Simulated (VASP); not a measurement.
MoSe, 2 atoms in the cell. The structure is cubic, space group Fm-3m (No. 225). Conventional cell: a = 5.150 Å, b = 5.150 Å, c = 5.150 Å, α = 90.00°, β = 90.00°, γ = 90.00°. Within 3.4 Å of Mo (site symmetry m-3m) lie 6 Se at 2.57 Å. Within 3.4 Å of Se (site symmetry m-3m) lie 6 Mo at 2.57 Å. 

```yaml
Program: VASP 6.6.1
Task: single point
Functional: PBEsol
Potentials_or_basis: VASP PAW PBE potentials, release 64 (Mo_sv, Se)
Cutoff: 520 eV
k_mesh: 14 × 14 × 14
Occupations: gaussian, width 0.1 eV
Spin: no spin polarisation
Dipole_correction: no
Further_INCAR_settings: ALGO = Normal; EDIFF = 1e-06; NBANDS = 17
```

Potentials or basis: VASP PAW PBE potentials, release 64 (Mo_sv, Se).

Run with:

```sh
$ cat potpaw_PBE.64/Mo_sv/POTCAR potpaw_PBE.64/Se/POTCAR > POTCAR
$ mpirun -np 1 vasp_std > vasp.out
```

Hardware: 1 thread of AMD EPYC 9R45 96-Core Processor (Zen 5), on a shared host.

**Question.** Estimate the wall time of this run.

**Answer.** It took 37 s on 1 thread of AMD EPYC 9R45 96-Core Processor (Zen 5), with other jobs on the host, peak memory 0.17 GiB. Counts: scf iterations 13, k points 104.
